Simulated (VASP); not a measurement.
Here is a VASP 6.6.1 calculation.

Contents of INCAR:

```
ALGO     = Normal         # electronic algorithm
EDIFF    = 1E-7           # SCF threshold, eV
ENCUT    = 520            # plane-wave cutoff, eV
GGA      = PS             # functional
ISIF     = 2              # what is computed and relaxed
ISMEAR   = 0              # smearing method
LASPH    = T              # aspherical terms in the spheres
LCHARG   = F              # write CHGCAR
LREAL    = F              # projectors in reciprocal space
LWAVE    = F              # write WAVECAR
NBANDS   = 26             # bands
NELM     = 100            # most SCF steps
PREC     = Accurate       # precision mode
SIGMA    = 0.05           # smearing width, eV
```

KPOINTS

```
k-points
0
Gamma
  12 12 6
```

File POSCAR:

```
GaN
1.0
    3.2780558418      0.0000000000      0.0000000000
   -1.6390279209      2.8388796340      0.0000000000
    0.0000000000      0.0000000000      5.0298632971
Ga N
2 2
Direct
    0.3333333333      0.6666666667      0.9991941071
    0.6666666667      0.3333333333      0.4991941071
    0.3333333333      0.6666666667      0.3758058929
    0.6666666667      0.3333333333      0.8758058929
```

Potentials or basis: VASP PAW PBE potentials, release 64 (Ga_d, N).

Launch:

```sh
$ cat potpaw_PBE.64/Ga_d/POTCAR potpaw_PBE.64/N/POTCAR > POTCAR
$ mpirun -np 1 vasp_std > vasp.out
```

Problem. Predict the pressure.

Solution. -4.3 GPa.

Problem. What does it give for the largest force?

Solution. 0.665 eV/Å.

Stress tensor (GPa, compression positive):
```
-11.62   0.00   0.00
  0.00 -11.62   0.00
  0.00   0.00  10.36
```

Caveat: the cell differs from its parent crystal (strain +0.030 along x and y, -0.030 along z); the PAW data sets were made with another functional, which shifts forces and pressure a little.
